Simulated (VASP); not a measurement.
# WBrF3 (Pm-3m) in VASP: single point with PBE

Aim: the single point of WBrF3 with PBE.

Everything below comes from runs of VASP 6.6.1. Logs are shortened: lines on timing, memory, paths and dates and some standing lists are left out, and cuts for length are marked.

## 1. The cell of the first run

The structure is cubic, space group Pm-3m (No. 221). Conventional cell: a = 4.168 Å, b = 4.168 Å, c = 4.168 Å, α = 90.00°, β = 90.00°, γ = 90.00°. Within 2.8 Å of W (site symmetry m-3m) lie 6 F at 2.08 Å. Within 3.9 Å of Br (site symmetry m-3m) lie 12 F at 2.95 Å and 8 W at 3.61 Å. Within 2.8 Å of F (site symmetry 4/mmm) lie 2 W at 2.08 Å.

## 2. Single point, PBE, collinear spin, ferrimagnetic start

Input file INCAR:

```
SYSTEM = WBrF3
ALGO = Normal
EDIFF = 1E-6
ENCUT = 520
GGA = PE
ISIF = 2
ISMEAR = 0
ISPIN = 2
LASPH = .True.
LCHARG = .False.
LMAXMIX = 4
LORBIT = 11
LREAL = .False.
LWAVE = .False.
MAGMOM = 1.29 -0.24 0.05 0.05 0.05
NBANDS = 33
NELM = 150
PREC = Accurate
SIGMA = 0.1
```

Input file KPOINTS:

```
k-points
0
Gamma
  4 4 4
  0 0 0
```

Input file POSCAR:

```
WBrF3
1.0
    4.1678061855      0.0000000000      0.0000000000
    0.0000000000      4.1678061855      0.0000000000
    0.0000000000      0.0000000000      4.1678061855
W Br F
1 1 3
Direct
    0.5000000000      0.5000000000      0.5000000000
    0.0000000000      0.0000000000      0.0000000000
    0.0000000000      0.5000000000      0.5000000000
    0.5000000000      0.5000000000      0.0000000000
    0.5000000000      0.0000000000      0.5000000000
```

Potentials or basis: VASP PAW PBE potentials, release 64 (W_sv, Br, F).

The run is started by

```console
$ cat potpaw_PBE.64/W_sv/POTCAR potpaw_PBE.64/Br/POTCAR potpaw_PBE.64/F/POTCAR > POTCAR
$ mpirun -np 1 vasp_std > vasp.out
```

OUTCAR:

```text
SYSTEM = WBrF3
   EDIFF = 1E-6
   ENCUT = 520
   GGA = PE
   ISIF = 2
   ISMEAR = 0
   ISPIN = 2
   LASPH = .True.
   LORBIT = 11
   LREAL = .False.
   NELM = 150
   PREC = Accurate

 ion  position               nearest neighbor table
   1  0.500  0.500  0.500-   3 2.08   4 2.08   5 2.08   4 2.08   5 2.08   3 2.08
   2  0.000  0.000  0.000-
   3  0.000  0.500  0.500-   1 2.08   1 2.08
   4  0.500  0.500  0.000-   1 2.08   1 2.08
   5  0.500  0.000  0.500-   1 2.08   1 2.08

  LATTYP: Found a simple cubic cell.
 ALAT       =     4.1678061855

  Lattice vectors:

 A1 = (   4.1678061855,   0.0000000000,   0.0000000000)
 A2 = (   0.0000000000,   4.1678061855,   0.0000000000)
 A3 = (   0.0000000000,   0.0000000000,   4.1678061855)

Analysis of symmetry for initial positions (statically):
=====================================================================
 Subroutine PRICEL returns:
 Original cell was already a primitive cell.

 Routine SETGRP: Setting up the symmetry group for a
 simple cubic supercell.

 Subroutine GETGRP returns: Found 48 space group operations
[... 9 lines left out ...]

 Routine SETGRP: Setting up the symmetry group for a
 simple cubic supercell.

 Subroutine GETGRP returns: Found 48 space group operations
 (whereof 48 operations were pure point group operations)
 out of a pool of 48 trial point group operations.

The dynamic configuration has the point symmetry O_h .

Analysis of structural, dynamic, and magnetic symmetry:
=====================================================================
 Subroutine PRICEL returns:
 Original cell was already a primitive cell.

 Routine SETGRP: Setting up the symmetry group for a
 simple cubic supercell.

 Subroutine GETGRP returns: Found 48 space group operations
 (whereof 48 operations were pure point group operations)
 out of a pool of 48 trial point group operations.

The overall configuration has the point symmetry O_h .

 Subroutine INISYM returns: Found 48 space group operations
[... 5 lines left out ...]
                                     Primitive cell

  volume of cell :      72.3973

  direct lattice vectors                    reciprocal lattice vectors
     4.167806185  0.000000000  0.000000000     0.239934382  0.000000000  0.000000000
     0.000000000  4.167806185  0.000000000     0.000000000  0.239934382  0.000000000
     0.000000000  0.000000000  4.167806185     0.000000000  0.000000000  0.239934382

  length of vectors
     4.167806185  4.167806185  4.167806185     0.239934382  0.239934382  0.239934382

  position of ions in fractional coordinates (direct lattice)
     0.500000000  0.500000000  0.500000000
     0.000000000  0.000000000  0.000000000
     0.000000000  0.500000000  0.500000000
     0.500000000  0.500000000  0.000000000
     0.500000000  0.000000000  0.500000000

  ion indices of the primitive-cell ions
   primitive index   ion index
                 1           1
                 2           2
                 3           3
                 4           4
                 5           5

----------------------------------------------------------------------------------------

 KPOINTS: k-points

Automatic generation of k-mesh.
 Grid dimensions read from file:
 generate k-points for:    4    4    4

 Generating k-lattice:

  Cartesian coordinates                     Fractional coordinates (reciprocal lattice)
     0.059983595  0.000000000  0.000000000     0.250000000  0.000000000  0.000000000
     0.000000000  0.059983595  0.000000000     0.000000000  0.250000000  0.000000000
     0.000000000  0.000000000  0.059983595     0.000000000  0.000000000  0.250000000

  Length of vectors
     0.059983595  0.059983595  0.059983595

  Shift w.r.t. Gamma in fractional coordinates (k-lattice)
     0.000000000  0.000000000  0.000000000

 Subroutine IBZKPT returns following result:
 ===========================================

 Found     10 irreducible k-points:

 Following reciprocal coordinates:
            Coordinates               Weight
  0.000000  0.000000  0.000000      1.000000
  0.250000  0.000000  0.000000      6.000000
  0.500000  0.000000  0.000000      3.000000
  0.250000  0.250000  0.000000     12.000000
  0.500000  0.250000  0.000000     12.000000
  0.500000  0.500000  0.000000      3.000000
  0.250000  0.250000  0.250000      8.000000
  0.500000  0.250000  0.250000     12.000000
  0.500000  0.500000  0.250000      6.000000
  0.500000  0.500000  0.500000      1.000000
   k-points           NKPTS =     10   k-points in BZ     NKDIM =     10   number of bands    NBANDS=     33
   number of dos      NEDOS =    301   number of ions     NIONS =      5
   total plane-waves  NPLWV =  32768
   dimension x,y,z NGX =    32 NGY =   32 NGZ =   32
   dimension x,y,z NGXF=    64 NGYF=   64 NGZF=   64
   ions per type =               1   1   3
   NGX,Y,Z   is equivalent  to a cutoff of  12.76, 12.76, 12.76 a.u.
   NGXF,Y,Z  is equivalent  to a cutoff of  25.53, 25.53, 25.53 a.u.
 SYSTEM =  WBrF3
   PREC   = accura    normal or accurate (medium, high low for compatibility)
   ISTART =      0    job   : 0-new  1-cont  2-samecut
   ICHARG =      2    charge: 1-file 2-atom 10-const
   ISPIN  =      2    spin polarized calculation?
   LNONCOLLINEAR =      F non collinear calculations
   LSORBIT =      F    spin-orbit coupling
   LASPH  =      T    aspherical Exc in radial PAW
   ENCUT  =  520.0 eV  38.22 Ry    6.18 a.u.   7.75  7.75  7.75*2*pi/ulx,y,z
   NELM   =    150;   NELMIN=  2; NELMDL= -5     # of ELM steps
   EDIFF  = 0.1E-05   stopping-criterion for ELM
   LREAL  =      F    real-space projection
   EDIFFG = 0.1E-04   stopping-criterion for IOM
   NSW    =      0    number of steps for IOM
   IBRION =     -1    ionic relax: 0-MD 1-quasi-New 2-CG
   NFREE  =      0    steps in history (QN), initial steepest desc. (CG)
   ISIF   =      2    stress and relaxation
   ISYM   =      2    0-nonsym 1-usesym 2-fastsym
   POTIM  = 0.5000    time-step for ionic-motion
   TEBEG  =    0.0;   TEEND  =   0.0 temperature during run
   PSTRESS=    0.0 pullay stress
   NELECT =      42.0000    total number of electrons
   NUPDOWN=      -1.0000    fix difference up-down
   EMIN   =  10.00;   EMAX   =-10.00  energy-range for DOS
   EFERMI =   0.00;   METHOD = LEGACY
   ISMEAR =     0;   SIGMA  =   0.10  broadening in eV -4-tet -1-fermi 0-gaus
   EFERMI_NEDOS =   21; number of points for ismear=-14 and -15
   IALGO  =     38    algorithm
   IMIX   =      4    mixing-type and parameters
     AMIX     =   0.40;   BMIX     =  1.00
     AMIX_MAG =   1.60;   BMIX_MAG =  1.00
  volume/ion in A,a.u.               =      14.48        97.71
  Fermi-wavevector in a.u.,A,eV,Ry     =   1.365370  2.580176 25.364467  1.864236
  Thomas-Fermi vector in A             =   2.491604
   LORBIT       =     11    0 simple, 1 ext, 2 COOP (PROOUT), +10 PAW based schemes
   GGA     = PE    functional components
   LHFCALC =     F    Hartree Fock is set to
   AEXX    =    0.0000 exact exchange contribution
   IVDW    =     0    specifies the selected vdW correction
   LEPSILON=     F    determine dielectric tensor
   LRPA    =     F    only Hartree local field effects (RPA)
 spin polarized calculation
 Gauss-broadening in eV      SIGMA  =   0.10
  energy-cutoff  :      520.00
  volume of cell :       72.40
 maximum number of plane-waves:      1956
 NGX is ok and might be reduce to    32
   NGX = 15   NGY = 15   NGZ = 15

 number of electron      41.9999997 magnetization       1.9858448

 Free energy of the ion-electron system (eV)
  ---------------------------------------------------
  ext. energy  EPLUGINS =         0.00000000
  ---------------------------------------------------
  free energy    TOTEN  =       -26.02466493 eV

  energy without entropy =      -26.00224459  energy(sigma->0) =      -26.01345476

 E-fermi :   3.6883     XC(G=0): -10.4796

 val. band max:        3.6666205909   @ k =   0.5000   0.5000   0.2500
 cond. band min:       3.6982822974   @ k =   0.2500   0.0000   0.0000
 fundamental gap:      0.0316617065
 Fermi energy:         3.6882738815

 spin component 1

 k-point     1 :       0.0000    0.0000    0.0000
  band No.  band energies     occupation
      1     -73.0580      1.00000
      2     -37.2872      1.00000
      3     -37.2871      1.00000
      4     -37.2871      1.00000
      5     -21.4180      1.00000
      6     -21.1002      1.00000
[... 25 lines left out ...]
     32      16.6625      0.00000
     33      16.7183      0.00000

 k-point     2 :       0.2500    0.0000    0.0000
  band No.  band energies     occupation
      1     -73.0579      1.00000
      2     -37.3078      1.00000
      3     -37.2867      1.00000
      4     -37.2867      1.00000
      5     -21.3413      1.00000
      6     -21.0988      1.00000
[... 25 lines left out ...]
     32      16.2491      0.00000
     33      18.6426      0.00000
[... 250 lines left out ...]
     32      18.0349      0.00000
     33      18.0823      0.00000

 k-point    10 :       0.5000    0.5000    0.5000
  band No.  band energies     occupation
      1     -73.0574      1.00000
      2     -37.3265      1.00000
      3     -37.3265      1.00000
      4     -37.3264      1.00000
      5     -20.7733      1.00000
      6     -20.7733      1.00000
[... 25 lines left out ...]
     32      18.8463      0.00000
     33      18.8463      0.00000
 Fermi energy:         3.6882738815

 spin component 2

 k-point     1 :       0.0000    0.0000    0.0000
  band No.  band energies     occupation
      1     -72.1142      1.00000
      2     -36.0283      1.00000
      3     -36.0283      1.00000
      4     -36.0283      1.00000
      5     -21.3305      1.00000
      6     -21.0254      1.00000
[... 25 lines left out ...]
     32      16.7659      0.00000
     33      17.4099      0.00000

 k-point     2 :       0.2500    0.0000    0.0000
  band No.  band energies     occupation
      1     -72.1142      1.00000
      2     -36.0524      1.00000
      3     -36.0278      1.00000
      4     -36.0278      1.00000
      5     -21.2558      1.00000
      6     -21.0241      1.00000
[... 25 lines left out ...]
     32      16.3512      0.00000
     33      19.2283      0.00000
[... 250 lines left out ...]
     32      18.1012      0.00000
     33      18.2789      0.00000

 k-point    10 :       0.5000    0.5000    0.5000
  band No.  band energies     occupation
      1     -72.1137      1.00000
      2     -36.0742      1.00000
      3     -36.0742      1.00000
      4     -36.0742      1.00000
      5     -20.6982      1.00000
      6     -20.6982      1.00000
[... 25 lines left out ...]
     32      18.8698      0.00000
     33      18.8698      0.00000

------------------------ aborting loop because EDIFF is reached ----------------------------------------

  FORCE on cell =-STRESS in cart. coord.  units (eV):
  Direction    XX          YY          ZZ          XY          YZ          ZX
  --------------------------------------------------------------------------------------
  -------------------------------------------------------------------------------------
  Total        0.1880186      0.1880186      0.1880186     -0.0000000      0.0000000     -0.0000000
  in kB        4.1609148      4.1609148      4.1609148     -0.0000000      0.0000000     -0.0000000
  external PRESSURE =       4.1609148 kB  Pullay stress =       0.0000000 kB

 VOLUME and BASIS-vectors are now :
 -----------------------------------------------------------------------------
  energy-cutoff  :      520.00
  volume of cell :       72.40
      direct lattice vectors                 reciprocal lattice vectors
     4.167806185  0.000000000  0.000000000     0.239934382  0.000000000  0.000000000
     0.000000000  4.167806185  0.000000000     0.000000000  0.239934382  0.000000000
     0.000000000  0.000000000  4.167806185     0.000000000  0.000000000  0.239934382

 POSITION                                       TOTAL-FORCE (eV/Angst)
 -----------------------------------------------------------------------------------
      2.08390      2.08390      2.08390         0.000000      0.000000      0.000000
      0.00000      0.00000      0.00000         0.000000      0.000000      0.000000
      0.00000      2.08390      2.08390         0.000000      0.000000      0.000000
      2.08390      2.08390      0.00000         0.000000      0.000000      0.000000
      2.08390      0.00000      2.08390         0.000000      0.000000      0.000000
 -----------------------------------------------------------------------------------
    total drift:                                0.000000     -0.000000     -0.000000

  FREE ENERGIE OF THE ION-ELECTRON SYSTEM (eV)
  ---------------------------------------------------
  free  energy   TOTEN  =       -26.0246649297 eV

  energy  without entropy=      -26.0022445948  energy(sigma->0) =      -26.01345476

 total charge

# of ion       s       p       d       tot
------------------------------------------
    1        2.208   6.191   2.967  11.367
    2        1.622   3.256   0.008   4.887
    3        1.739   4.351   0.000   6.091
    4        1.739   4.351   0.000   6.091
    5        1.739   4.351   0.000   6.091
--------------------------------------------------
tot          9.048  22.502   2.975  34.526

 magnetization (x)

# of ion       s       p       d       tot
------------------------------------------
    1        0.019   0.012   1.824   1.856
    2       -0.006  -0.184   0.000  -0.190
    3        0.000   0.030   0.000   0.030
    4        0.000   0.030   0.000   0.030
    5        0.000   0.030   0.000   0.030
--------------------------------------------------
tot          0.014  -0.082   1.824   1.757
```

It took 1.8 min on 1 thread of AMD EPYC, shared host; peak memory 0.19 GiB.

What came out:

```
Free energy                                           : -26.0247 eV
Pressure                                              : 0.4 GPa
Band gap on the k mesh                                : zero (filled and empty bands overlap)
Net moment                                            : 1.99 μB per cell
Site moments                                          : W +1.86; Br -0.19; F +0.03 μB
Valence electrons inside the program's atomic spheres : W 11.37; Br 4.89; F 6.09
```

Levels at points of the mesh, in eV from the Fermi level:
Spin up:
| k point | band 17 | band 18 | band 19 | band 20 | band 21 | band 22 | band 23 | band 24 | band 25 | band 26 |
| --- | --- | --- | --- | --- | --- | --- | --- | --- | --- | --- |
| (0.00, 0.00, 0.00) | -5.42 | -1.83 | -1.83 | -1.83 | 0.05 | 0.05 | 0.05 | 0.65 | 0.65 | 2.92 |
| (0.50, 0.00, 0.00) | -5.50 | -1.78 | -1.65 | -0.70 | -0.70 | 0.12 | 0.12 | 0.68 | 2.44 | 6.77 |
| (0.50, 0.50, 0.00) | -4.91 | -0.74 | -0.74 | -0.52 | -0.46 | -0.46 | 0.40 | 1.24 | 4.74 | 6.66 |
| (0.50, 0.50, 0.50) | -4.90 | -0.20 | -0.20 | -0.20 | 0.42 | 0.42 | 0.42 | 4.75 | 4.75 | 7.32 |
Spin down:
| k point | band 18 | band 19 | band 20 | band 21 | band 22 | band 23 |
| --- | --- | --- | --- | --- | --- | --- |
| (0.00, 0.00, 0.00) | -0.13 | -0.13 | -0.13 | 0.10 | 0.10 | 0.10 |
| (0.50, 0.00, 0.00) | -1.74 | -0.47 | -0.47 | 0.16 | 1.45 | 1.45 |
| (0.50, 0.50, 0.00) | -0.89 | -0.89 | -0.72 | 1.27 | 1.27 | 2.12 |
| (0.50, 0.50, 0.50) | -0.35 | -0.35 | -0.35 | 2.17 | 2.17 | 2.17 |

Caveat: the k points lie up to 0.38 Å⁻¹ apart; spin-orbit coupling is left out, which moves the levels of the heavy elements.
